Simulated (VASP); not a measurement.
# Zn (P6/mmm) in VASP: further runs, part 2 of 2

VASP 6.6.1.

## (4) Density of states, PBE (volume scaled by 0.45)

POSCAR

```
Zn
1.0
    3.4311856868      0.0000000000      0.0000000000
   -1.7155928434      2.9714939698      0.0000000000
    0.0000000000      0.0000000000      2.0690218449
Zn
3
Direct
    0.0000000000      0.0000000000      0.0000000000
    0.3333333333      0.6666666667      0.5000000000
    0.6666666667      0.3333333333      0.5000000000
```

INCAR.step1

```
PREC = Accurate
ENCUT = 520
EDIFF = 1E-6
ISMEAR = -1
SIGMA = 0.1
LREAL = False
LASPH = True
NELM = 60
ALGO = Normal
ISIF = 2
LWAVE = False
LCHARG = True
GGA = PE
NBANDS = 25
```

KPOINTS.step1

```
Automatic mesh
0
Gamma
  9 9 12
```

INCAR.step2

```
PREC = Accurate
ENCUT = 520
EDIFF = 1E-6
ISMEAR = -5
SIGMA = 0.1
LREAL = False
LASPH = True
NELM = 60
ALGO = Normal
ISIF = 2
LWAVE = False
LCHARG = False
GGA = PE
LORBIT = 11
NBANDS = 25
NEDOS = 2001
ICHARG = 11
```

KPOINTS.step2

```
Automatic mesh
0
Gamma
  14 14 18
```

Potentials or basis: VASP PAW PBE potentials, release 64 (Zn).

Started as:

```bash
> cat potpaw_PBE.64/Zn/POTCAR > POTCAR
> cp INCAR.step1 INCAR
> cp KPOINTS.step1 KPOINTS
> mpirun -np 1 vasp_std > vasp.out
> cp INCAR.step2 INCAR
> cp KPOINTS.step2 KPOINTS
> mpirun -np 1 vasp_std > vasp.out
```

OUTCAR:

```text
PREC = Accurate
   ENCUT = 520
   EDIFF = 1E-6
   ISMEAR = -5
   LREAL = False
   LASPH = True
   NELM = 60
   ISIF = 2
   GGA = PE
   LORBIT = 11
   ICHARG = 11

 ion  position               nearest neighbor table
   1  0.000  0.000  0.000-   2 2.23   3 2.23   2 2.23   3 2.23   2 2.23   2 2.23   3 2.23   3 2.23
                             3 2.23   3 2.23   2 2.23   2 2.23
   2  0.333  0.667  0.500-   3 1.98   3 1.98   3 1.98   1 2.23   1 2.23   1 2.23   1 2.23   1 2.23
                             1 2.23   3 2.86   3 2.86   3 2.86   3 2.86   3 2.86   3 2.86
   3  0.667  0.333  0.500-   2 1.98   2 1.98   2 1.98   1 2.23   1 2.23   1 2.23   1 2.23   1 2.23
                             1 2.23   2 2.86   2 2.86   2 2.86   2 2.86   2 2.86   2 2.86

  LATTYP: Found a hexagonal cell.
 ALAT       =     3.4311856868
 C/A-ratio  =     0.6030049183

  Lattice vectors:

 A1 = (   3.4311856868,   0.0000000000,   0.0000000000)
 A2 = (  -1.7155928434,   2.9714939698,   0.0000000000)
 A3 = (   0.0000000000,   0.0000000000,   2.0690218449)

Analysis of symmetry for initial positions (statically):
[... 180 lines left out ...]
 cond. band min:      12.9492611237   @ k =   0.0000   0.0000   0.1111
 fundamental gap:     -0.5666291801
 Fermi energy:        13.4143082072

 k-point     1 :       0.0000    0.0000    0.0000
  band No.  band energies     occupation
      1      -7.3124      2.00000
      2      -2.6374      2.00000
      3      -0.8803      2.00000
      4      -0.8802      2.00000
      5      -0.8097      2.00000
      6      -0.8096      2.00000
[... 661 lines left out ...]
     24      32.5049      0.00000
     25      34.8015      0.00000

 [... further k-points ...]
[... 5 lines left out ...]
  --------------------------------------------------------------------------------------
  -------------------------------------------------------------------------------------
  Total       51.8578600     51.8578600     52.3278680      0.0000000      0.0000000      0.0000000
  in kB     3938.5922543   3938.5922541   3974.2892496      0.0000000      0.0000000      0.0000000
  external PRESSURE =    3950.4912527 kB  Pullay stress =       0.0000000 kB

 VOLUME and BASIS-vectors are now :
 -----------------------------------------------------------------------------
  energy-cutoff  :      520.00
  volume of cell :       21.10
      direct lattice vectors                 reciprocal lattice vectors
     3.431185687  0.000000000  0.000000000     0.291444443  0.168265527  0.000000000
    -1.715592843  2.971493970  0.000000000     0.000000000  0.336531055  0.000000000
     0.000000000  0.000000000  2.069021845     0.000000000  0.000000000  0.483320175

 POSITION                                       TOTAL-FORCE (eV/Angst)
 -----------------------------------------------------------------------------------
      0.00000      0.00000      0.00000         0.000000      0.000000      0.000000
     -0.00000      1.98100      1.03451         0.000000      0.000000      0.000000
      1.71559      0.99050      1.03451        -0.000000     -0.000000      0.000000
 -----------------------------------------------------------------------------------
    total drift:                                0.000000     -0.000000     -0.000000

  FREE ENERGIE OF THE ION-ELECTRON SYSTEM (eV)
  ---------------------------------------------------
  free  energy   TOTEN  =        11.4029807846 eV

  energy  without entropy=       11.4029807846  energy(sigma->0) =       11.40298078

 total charge

# of ion       s       p       d       tot
------------------------------------------
    1        0.786   1.416  10.054  12.256
    2        0.881   1.458  10.074  12.413
    3        0.881   1.458  10.074  12.413
--------------------------------------------------
tot          2.548   4.332  30.203  37.083
```

OSZICAR.step1:

```text
N       E                     dE             d eps       ncg     rms          rms(c)
DAV:   1     0.195129849640E+03    0.19513E+03   -0.17506E+04  4872   0.277E+03
DAV:   2     0.196165767630E+02   -0.17551E+03   -0.16931E+03  4226   0.384E+02
DAV:   3     0.102604429297E+02   -0.93561E+01   -0.92920E+01  4458   0.973E+01
DAV:   4     0.102055264625E+02   -0.54916E-01   -0.54898E-01  4766   0.806E+00
DAV:   5     0.102054784446E+02   -0.48018E-04   -0.48017E-04  4783   0.229E-01    0.362E+01
DAV:   6     0.110680739912E+02    0.86260E+00   -0.86473E-01  5005   0.266E+01    0.208E+01
DAV:   7     0.113772303033E+02    0.30916E+00   -0.10106E-01  5844   0.117E+01    0.360E+00
DAV:   8     0.113927568632E+02    0.15527E-01   -0.26031E-02  6122   0.817E+00    0.167E-01
DAV:   9     0.113928561904E+02    0.99327E-04   -0.23022E-03  6169   0.200E+00    0.540E-02
DAV:  10     0.113928250836E+02   -0.31107E-04   -0.20812E-04  5996   0.259E-01    0.223E-02
DAV:  11     0.113928247241E+02   -0.35954E-06   -0.24930E-05  5064   0.153E-01    0.474E-03
DAV:  12     0.113928254979E+02    0.77384E-06   -0.15019E-06  3217   0.416E-02
   1 F= 0.11392825E+02 E0= 0.11401333E+02  d E =-.170154E-01
```

Run time: 3.4 min. Hardware: 1 thread of AMD EPYC 7R13, shared host; peak memory 0.18 GiB.

The run converged, but its numbers aren't listed here, since they failed a check.

Caveat: tetrahedron occupations give inexact forces and stress in metals.
